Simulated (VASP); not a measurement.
# C (R-3m) in VASP: notebook

Runs on C. Level: PBEsol. Tasks: single point.

Program: VASP 6.6.1. These are calculated values, not measurements. Logs are shortened: lines on timing, memory, paths and dates and some standing lists are left out, and cuts for length are marked.

### 1 The cell of the first run

Symmetry: R-3m, No. 166, trigonal system. The conventional cell has a = 2.456 Å, b = 2.456 Å, c = 10.141 Å, α = 90.00°, β = 90.00°, γ = 120.00°. Within 1.9 Å of C (site symmetry 3m) lie 3 C at 1.42 Å.

### 2 Single point, PBEsol (zz strain of +1 %)

The input, INCAR:

```
PREC = Accurate
ENCUT = 520
EDIFF = 1E-7
ISMEAR = -1
SIGMA = 0.03
LREAL = F
LASPH = T
NELM = 100
ALGO = Normal
ISIF = 2
LWAVE = F
LCHARG = T
GGA = PS
LELF = T
LVHAR = T
NBANDS = 11
```

The input, KPOINTS:

```
regular mesh
0
Gamma
  17 17 17
```

The input, POSCAR:

```
C
1.0
    1.2280263465      0.7090013417      3.3804809478
   -1.2280263465      0.7090013417      3.3804809478
    0.0000000000     -1.4180026834      3.3804809478
C
2
Direct
    0.1640000000      0.1640000000      0.1640000000
    0.8360000000      0.8360000000      0.8360000000
```

Potentials or basis: VASP PAW PBE potentials, release 64 (C).

Command:

```
cat potpaw_PBE.64/C/POTCAR > POTCAR
mpirun -np 1 vasp_std > vasp.out
```

OUTCAR:

```text
PREC = Accurate
   ENCUT = 520
   EDIFF = 1E-7
   ISMEAR = -1
   LREAL = F
   LASPH = T
   NELM = 100
   ISIF = 2
   GGA = PS

 ion  position               nearest neighbor table
   1  0.164  0.164  0.164-   2 1.42   2 1.42   2 1.42
   2  0.836  0.836  0.836-   1 1.42   1 1.42   1 1.42

  LATTYP: Found a trigonal (rhomboedric) cell.
 ALAT       =     3.6658400195
 COS(alpha) =     0.7755609879

  Lattice vectors:

 A1 = (   1.2280263465,   0.7090013417,   3.3804809478)
 A2 = (  -1.2280263465,   0.7090013417,   3.3804809478)
 A3 = (   0.0000000000,  -1.4180026834,   3.3804809478)

Analysis of symmetry for initial positions (statically):
=====================================================================
 Subroutine PRICEL returns:
 Original cell was already a primitive cell.

 Routine SETGRP: Setting up the symmetry group for a
 trigonal (rhombohedral) supercell.

 Subroutine GETGRP returns: Found 12 space group operations
 (whereof 12 operations were pure point group operations)
 out of a pool of 12 trial point group operations.

The static configuration has the point symmetry D_3d.

Analysis of symmetry for dynamics (positions and initial velocities):
=====================================================================
 Subroutine PRICEL returns:
 Original cell was already a primitive cell.

 Routine SETGRP: Setting up the symmetry group for a
 trigonal (rhombohedral) supercell.

 Subroutine GETGRP returns: Found 12 space group operations
 (whereof 12 operations were pure point group operations)
 out of a pool of 12 trial point group operations.

The dynamic configuration has the point symmetry D_3d.

 Subroutine INISYM returns: Found 12 space group operations
 (whereof 12 operations are pure point group operations),
 and found     1 'primitive' translations

----------------------------------------------------------------------------------------

                                     Primitive cell

  volume of cell :      17.6597

  direct lattice vectors                    reciprocal lattice vectors
     1.228026347  0.709001342  3.380480948     0.407157388  0.235072428  0.098605299
    -1.228026347  0.709001342  3.380480948    -0.407157388  0.235072428  0.098605299
     0.000000000 -1.418002683  3.380480948     0.000000000 -0.470144855  0.098605299

  length of vectors
     3.665840020  3.665840020  3.665840020     0.480374011  0.480374011  0.480374011

  position of ions in fractional coordinates (direct lattice)
     0.164000000  0.164000000  0.164000000
[... 86 lines left out ...]
   POTIM  = 0.5000    time-step for ionic-motion
   TEBEG  =    0.0;   TEEND  =   0.0 temperature during run
   PSTRESS=    0.0 pullay stress
   NELECT =       8.0000    total number of electrons
   NUPDOWN=      -1.0000    fix difference up-down
   EMIN   =  10.00;   EMAX   =-10.00  energy-range for DOS
   EFERMI =   0.00;   METHOD = LEGACY
   ISMEAR =    -1;   SIGMA  =   0.03  broadening in eV -4-tet -1-fermi 0-gaus
   EFERMI_NEDOS =   21; number of points for ismear=-14 and -15
   IALGO  =     38    algorithm
   IMIX   =      4    mixing-type and parameters
     AMIX     =   0.40;   BMIX     =  1.00
     AMIX_MAG =   1.60;   BMIX_MAG =  1.00
  volume/ion in A,a.u.               =       8.83        59.59
  Fermi-wavevector in a.u.,A,eV,Ry     =   1.257313  2.375977 21.508572  1.580835
  Thomas-Fermi vector in A             =   2.390978
   LORBIT       =      0    0 simple, 1 ext, 2 COOP (PROOUT), +10 PAW based schemes
   GGA     = PS    functional components
   LHFCALC =     F    Hartree Fock is set to
   AEXX    =    0.0000 exact exchange contribution
   IVDW    =     0    specifies the selected vdW correction
   LEPSILON=     F    determine dielectric tensor
   LRPA    =     F    only Hartree local field effects (RPA)
 non-spin polarized calculation
  energy-cutoff  :      520.00
  volume of cell :       17.66
 maximum number of plane-waves:       493
   NGX = 13   NGY = 13   NGZ = 13

 number of electron       8.0000000 magnetization

 Free energy of the ion-electron system (eV)
  ---------------------------------------------------
  ext. energy  EPLUGINS =         0.00000000
  ---------------------------------------------------
  free energy    TOTEN  =       -19.26259391 eV

  energy without entropy =      -19.26259141  energy(sigma->0) =      -19.26259266

 E-fermi :   4.6460     XC(G=0): -10.5197

 val. band max:        4.4404573486   @ k =  -0.1765   0.4706   0.1176
 cond. band min:       4.8517410905   @ k =  -0.1765   0.4706   0.1176
 fundamental gap:      0.4112837419
 Fermi energy:         4.6459714192

 k-point     1 :       0.0000    0.0000    0.0000
  band No.  band energies     occupation
      1     -15.0918      2.00000
      2      -2.0700      2.00000
      3       1.6648      2.00000
      4       1.6648      2.00000
      5       8.4776      0.00000
      6      13.0097      0.00000
      7      13.0097      0.00000
      8      16.1534      0.00000
      9      17.5941      0.00000
     10      27.1534      0.00000
     11      29.9623      0.00000
[... 309 lines left out ...]
 k-point    24 :      -0.1176    0.0588    0.0000
  band No.  band energies     occupation
      1     -14.5097      2.00000
      2      -1.4230      2.00000
      3      -0.2866      2.00000
      4       0.5260      2.00000
      5       9.1820      0.00000
      6      13.2953      0.00000
      7      14.3169      0.00000
      8      14.9710      0.00000
      9      18.7444      0.00000
     10      26.1116      0.00000
     11      28.7909      0.00000

 [... further k-points ...]

------------------------ aborting loop because EDIFF is reached ----------------------------------------

  FORCE on cell =-STRESS in cart. coord.  units (eV):
  Direction    XX          YY          ZZ          XY          YZ          ZX
  --------------------------------------------------------------------------------------
  -------------------------------------------------------------------------------------
  Total        0.2582276      0.2582276      0.0632090      0.0000000      0.0000000      0.0000000
  in kB       23.4276493     23.4276493      5.7346294      0.0000000      0.0000000      0.0000000
  external PRESSURE =      17.5299760 kB  Pullay stress =       0.0000000 kB

 VOLUME and BASIS-vectors are now :
 -----------------------------------------------------------------------------
  energy-cutoff  :      520.00
  volume of cell :       17.66
      direct lattice vectors                 reciprocal lattice vectors
     1.228026347  0.709001342  3.380480948     0.407157388  0.235072428  0.098605299
    -1.228026347  0.709001342  3.380480948    -0.407157388  0.235072428  0.098605299
     0.000000000 -1.418002683  3.380480948     0.000000000 -0.470144855  0.098605299

 POSITION                                       TOTAL-FORCE (eV/Angst)
 -----------------------------------------------------------------------------------
      0.00000      0.00000      1.66320         0.000000     -0.000000      0.882386
      0.00000      0.00000      8.47825         0.000000      0.000000     -0.882386
 -----------------------------------------------------------------------------------
    total drift:                                0.000000     -0.000000      0.000000

  FREE ENERGIE OF THE ION-ELECTRON SYSTEM (eV)
  ---------------------------------------------------
  free  energy   TOTEN  =       -19.2625939081 eV

  energy  without entropy=      -19.2625914099  energy(sigma->0) =      -19.26259266
```

OSZICAR:

```text
N       E                     dE             d eps       ncg     rms          rms(c)
DAV:   1     0.538192879455E+01    0.53819E+01   -0.45343E+03 11025   0.661E+02
DAV:   2    -0.198656872792E+02   -0.25248E+02   -0.23775E+02 14195   0.131E+02
DAV:   3    -0.204606467512E+02   -0.59496E+00   -0.59382E+00 13522   0.168E+01
DAV:   4    -0.204628236762E+02   -0.21769E-02   -0.21768E-02 12528   0.123E+00
DAV:   5    -0.204628315625E+02   -0.78864E-05   -0.78859E-05 13755   0.692E-02    0.643E+00
DAV:   6    -0.195498141419E+02    0.91302E+00   -0.77704E-01 12551   0.508E+00    0.371E+00
DAV:   7    -0.192606449061E+02    0.28917E+00   -0.85582E-01 12982   0.539E+00    0.978E-01
DAV:   8    -0.192628032713E+02   -0.21584E-02   -0.20669E-02 12045   0.920E-01    0.128E-01
DAV:   9    -0.192625456029E+02    0.25767E-03   -0.61394E-04 13049   0.154E-01    0.580E-02
DAV:  10    -0.192625936697E+02   -0.48067E-04   -0.11338E-04 12508   0.716E-02    0.268E-02
DAV:  11    -0.192625936838E+02   -0.14107E-07   -0.53191E-06 12931   0.133E-02    0.618E-03
DAV:  12    -0.192625939485E+02   -0.26475E-06   -0.34216E-07 12369   0.399E-03    0.170E-03
DAV:  13    -0.192625939081E+02    0.40421E-07   -0.71275E-08 13016   0.163E-03
   1 F= -.19262594E+02 E0= -.19262593E+02  d E =-.249822E-05
```

stdout:

```text
POSCAR found type information on POSCAR C
 POSCAR found :  1 types and       2 ions
 scaLAPACK will be used
 -----------------------------------------------------------------------------
|                                                                             |
|                                                                             |
|     You enforced a specific xc type in the INCAR file but a different       |
|     I HOPE YOU KNOW WHAT YOU ARE DOING!                                     |
|                                                                             |
 -----------------------------------------------------------------------------

 LDA part: xc-table for (Slater+PW92), standard interpolation
 POSCAR, INCAR and KPOINTS ok, starting setup
 FFT: planning ... GRIDC
 FFT: planning ... GRID_SOFT
 FFT: planning ... GRID
 WAVECAR not read
 entering main loop
```

Wall time 2.1 min (1 thread of AMD EPYC 7R13 (Zen 3), shared host); peak memory 0.17 GiB.

What came out:

* Free energy: -19.2626 eV
* Pressure: 1.8 GPa
* Largest force: 0.882 eV/Å

Forces on the atoms (eV/Å):
```
C    0.000  0.000  0.882
C    0.000  0.000 -0.882
```

Stress tensor (GPa, compression positive):
```
2.34 0.00 0.00
0.00 2.34 0.00
0.00 0.00 0.57
```

Caveat: the cell differs from its parent crystal (zz strain of +1 %); this functional lacks dispersion, which binds layers or chains, so the pressure and a relaxed spacing across them are unreliable; the PAW data sets were made with another functional, which shifts forces and pressure a little.

### 3 Single point, PBEsol (8.92 Å³/atom)

This run uses another cell than the first one, of 8.92 Å³/atom.

The input, INCAR:

```
ALGO = Normal ; EDIFF = 1E-7
ENCUT = 520 ; GGA = PS
ISIF = 2 ; ISMEAR = -1
LASPH = True ; LCHARG = False
LREAL = False ; LWAVE = False
NBANDS = 11 ; NELM = 60
PREC = Accurate ; SIGMA = 0.03
```

The input, KPOINTS:

```
k-points
0
Gamma
  17 17 17
```

The input, POSCAR:

```
C
1.0
    1.2361592083      0.7136968517      3.3691771201
   -1.2361592083      0.7136968517      3.3691771201
    0.0000000000     -1.4273937033      3.3691771201
C
2
Direct
    0.1640000000      0.1640000000      0.1640000000
    0.8360000000      0.8360000000      0.8360000000
```

Potentials or basis: VASP PAW PBE potentials, release 64 (C).

Command:

```
cat potpaw_PBE.64/C/POTCAR > POTCAR
mpirun -np 1 vasp_std > vasp.out
```

OUTCAR:

```text
EDIFF = 1E-7
   ENCUT = 520
   GGA = PS
   ISIF = 2
   ISMEAR = -1
   LASPH = True
   LREAL = False
   NELM = 60
   PREC = Accurate

 ion  position               nearest neighbor table
   1  0.164  0.164  0.164-   2 1.43   2 1.43   2 1.43
   2  0.836  0.836  0.836-   1 1.43   1 1.43   1 1.43

  LATTYP: Found a trigonal (rhomboedric) cell.
 ALAT       =     3.6590719112
 COS(alpha) =     0.7717362630

  Lattice vectors:

 A1 = (   1.2361592083,   0.7136968517,   3.3691771201)
 A2 = (  -1.2361592083,   0.7136968517,   3.3691771201)
 A3 = (   0.0000000000,  -1.4273937033,   3.3691771201)

Analysis of symmetry for initial positions (statically):
=====================================================================
 Subroutine PRICEL returns:
 Original cell was already a primitive cell.

 Routine SETGRP: Setting up the symmetry group for a
 trigonal (rhombohedral) supercell.

 Subroutine GETGRP returns: Found 12 space group operations
 (whereof 12 operations were pure point group operations)
 out of a pool of 12 trial point group operations.

The static configuration has the point symmetry D_3d.

Analysis of symmetry for dynamics (positions and initial velocities):
=====================================================================
 Subroutine PRICEL returns:
 Original cell was already a primitive cell.

 Routine SETGRP: Setting up the symmetry group for a
 trigonal (rhombohedral) supercell.

 Subroutine GETGRP returns: Found 12 space group operations
 (whereof 12 operations were pure point group operations)
 out of a pool of 12 trial point group operations.

The dynamic configuration has the point symmetry D_3d.

 Subroutine INISYM returns: Found 12 space group operations
 (whereof 12 operations are pure point group operations),
 and found     1 'primitive' translations

----------------------------------------------------------------------------------------
[... 118 lines left out ...]
   GGA     = PS    functional components
   LHFCALC =     F    Hartree Fock is set to
   AEXX    =    0.0000 exact exchange contribution
   IVDW    =     0    specifies the selected vdW correction
   LEPSILON=     F    determine dielectric tensor
   LRPA    =     F    only Hartree local field effects (RPA)
 non-spin polarized calculation
  energy-cutoff  :      520.00
  volume of cell :       17.83
 maximum number of plane-waves:       493
   NGX = 13   NGY = 13   NGZ = 13

 number of electron       8.0000000 magnetization

 Free energy of the ion-electron system (eV)
  ---------------------------------------------------
  ext. energy  EPLUGINS =         0.00000000
  ---------------------------------------------------
  free energy    TOTEN  =       -19.25990612 eV

  energy without entropy =      -19.25990220  energy(sigma->0) =      -19.25990416

 E-fermi :   4.5580     XC(G=0): -10.5034

 val. band max:        4.3682798557   @ k =  -0.1765   0.4706   0.1176
 cond. band min:       4.7479803586   @ k =  -0.1765   0.4706   0.1176
 fundamental gap:      0.3797005029
 Fermi energy:         4.5580297480

 k-point     1 :       0.0000    0.0000    0.0000
  band No.  band energies     occupation
      1     -15.0269      2.00000
      2      -1.9979      2.00000
      3       1.5684      2.00000
      4       1.5684      2.00000
      5       8.4907      0.00000
      6      12.7924      0.00000
      7      12.7924      0.00000
      8      15.8234      0.00000
      9      17.0598      0.00000
     10      26.8159      0.00000
     11      29.8897      0.00000
[... 309 lines left out ...]
 k-point    24 :      -0.1176    0.0588    0.0000
  band No.  band energies     occupation
      1     -14.4514      2.00000
      2      -1.3634      2.00000
      3      -0.3674      2.00000
      4       0.4524      2.00000
      5       9.1832      0.00000
      6      13.0587      0.00000
      7      14.0395      0.00000
      8      14.6983      0.00000
      9      18.2484      0.00000
     10      25.8638      0.00000
     11      28.4239      0.00000

 [... further k-points ...]

------------------------ aborting loop because EDIFF is reached ----------------------------------------

  FORCE on cell =-STRESS in cart. coord.  units (eV):
  Direction    XX          YY          ZZ          XY          YZ          ZX
  --------------------------------------------------------------------------------------
  -------------------------------------------------------------------------------------
  Total       -0.6454902     -0.6454902      0.0759530      0.0000000      0.0000000      0.0000000
  in kB      -57.9878429    -57.9878429      6.8232641      0.0000000      0.0000000      0.0000000
  external PRESSURE =     -36.3841405 kB  Pullay stress =       0.0000000 kB

 VOLUME and BASIS-vectors are now :
 -----------------------------------------------------------------------------
  energy-cutoff  :      520.00
  volume of cell :       17.83
      direct lattice vectors                 reciprocal lattice vectors
     1.236159208  0.713696852  3.369177120     0.404478644  0.233525854  0.098936126
    -1.236159208  0.713696852  3.369177120    -0.404478644  0.233525854  0.098936126
     0.000000000 -1.427393703  3.369177120     0.000000000 -0.467051708  0.098936126

 POSITION                                       TOTAL-FORCE (eV/Angst)
 -----------------------------------------------------------------------------------
      0.00000      0.00000      1.65764         0.000000      0.000000      0.879238
      0.00000      0.00000      8.44990         0.000000     -0.000000     -0.879238
 -----------------------------------------------------------------------------------
    total drift:                                0.000000     -0.000000      0.000000

  FREE ENERGIE OF THE ION-ELECTRON SYSTEM (eV)
  ---------------------------------------------------
  free  energy   TOTEN  =       -19.2599061188 eV

  energy  without entropy=      -19.2599021980  energy(sigma->0) =      -19.25990416
```

It took 2.2 min on 1 thread of AMD EPYC 7R13 (Zen 3), shared host; peak memory 0.18 GiB.

Results:

- Free energy: -19.2599 eV
- Pressure: -3.6 GPa
- Largest force: 0.879 eV/Å

Forces on the atoms (eV/Å):
```
C    0.000  0.000  0.879
C    0.000  0.000 -0.879
```

Caveat: the stress differs along the axes, from -6 to 1 GPa; this functional lacks dispersion, which binds layers or chains, so the pressure and a relaxed spacing across them are unreliable; the PAW data sets were made with another functional, which shifts forces and pressure a little.

### 4 Single point, PBEsol (zz strain of +2 %)

The input, INCAR:

```
PREC = Accurate
ENCUT = 520
EDIFF = 1E-6
ISMEAR = -1
SIGMA = 0.03
LREAL = False
LASPH = True
NELM = 100
ALGO = Normal
ISIF = 2
LWAVE = False
LCHARG = False
GGA = PS
NBANDS = 11
```

The input, KPOINTS:

```
Automatic mesh
0
Gamma
  17 17 17
```

The input, POSCAR:

```
C
1.0
    1.2280263465      0.7090013417      3.4139510562
   -1.2280263465      0.7090013417      3.4139510562
    0.0000000000     -1.4180026834      3.4139510562
C
2
Direct
    0.1640000000      0.1640000000      0.1640000000
    0.8360000000      0.8360000000      0.8360000000
```

Command:

```
cat potpaw_PBE.64/C/POTCAR > POTCAR
mpirun -np 1 vasp_std > vasp.out
```

Run time: 1.7 min. Hardware: 1 thread of AMD EPYC 7R13 (Zen 3), shared host; peak memory 0.17 GiB.

It converged, with:

```
Free energy   : -19.2632 eV
Pressure      : 1.7 GPa
Largest force : 0.894 eV/Å
```

Forces on the atoms (eV/Å):
```
C    0.000  0.000  0.894
C    0.000  0.000 -0.894
```

Stress tensor (GPa, compression positive):
```
2.33 0.00 0.00
0.00 2.33 0.00
0.00 0.00 0.32
```

Caveat: the cell differs from its parent crystal (zz strain of +2 %); this functional lacks dispersion, which binds layers or chains, so the pressure and a relaxed spacing across them are unreliable; the PAW data sets were made with another functional, which shifts forces and pressure a little.

### 5 Overview

| cell | pressure (GPa) | largest force (eV/Å) |
| --- | --- | --- |
| a = 3.666 Å, angles 39.1°, 2 atoms | 1.8 | 0.88 |
| a = 3.659 Å, angles 39.5°, 2 atoms | -3.6 | 0.88 |
| a = 3.697 Å, angles 38.8°, 2 atoms | 1.7 | 0.89 |

Alike in all rows: task single point; level PBEsol; potentials or basis VASP PAW PBE potentials, release 64 (C); no spin polarisation; k mesh 17 × 17 × 17; cutoff (eV) 520; smearing fermi-dirac 0.03 eV.

Caveats: this functional lacks dispersion, which binds layers or chains, so the pressure and a relaxed spacing across them are unreliable; the PAW data sets were made with another functional, which shifts forces and pressure a little; the stress differs along the axes, from -6 to 1 GPa (at least some runs).

Total energies depend on the potentials used, so only differences within one code and one set of settings carry meaning.
